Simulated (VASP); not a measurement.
A run of VASP 6.6.1 is set up as follows.

INCAR

```
PREC = Accurate
ENCUT = 520
EDIFF = 1E-6
ISMEAR = 0
SIGMA = 0.1
LREAL = False
LASPH = True
NELM = 60
ALGO = Normal
ISIF = 2
LWAVE = False
LCHARG = False
GGA = PE
NBANDS = 18
```

KPOINTS

```
Automatic mesh
0
Gamma
  4 4 4
```

The input POSCAR:

```
GaP2
1.0
    0.0000000000      3.2759311200      3.2759311200
    3.2759311200      0.0000000000      3.2759311200
    3.2759311200      3.2759311200      0.0000000000
Ga P
1 2
Direct
    0.5000000000      0.5000000000      0.5000000000
    0.2500000000      0.2500000000      0.2500000000
    0.0000000000      0.0000000000      0.0000000000
```

Potentials or basis: VASP PAW PBE potentials, release 64 (Ga_d, P).

Launch:

```bash
$ cat potpaw_PBE.64/Ga_d/POTCAR potpaw_PBE.64/P/POTCAR > POTCAR
$ mpirun -np 1 vasp_std > vasp.out
```

(1) Predict the pressure.

Results:

(1) -8.0 GPa.

Caveat: the k points lie up to 0.42 Å⁻¹ apart.
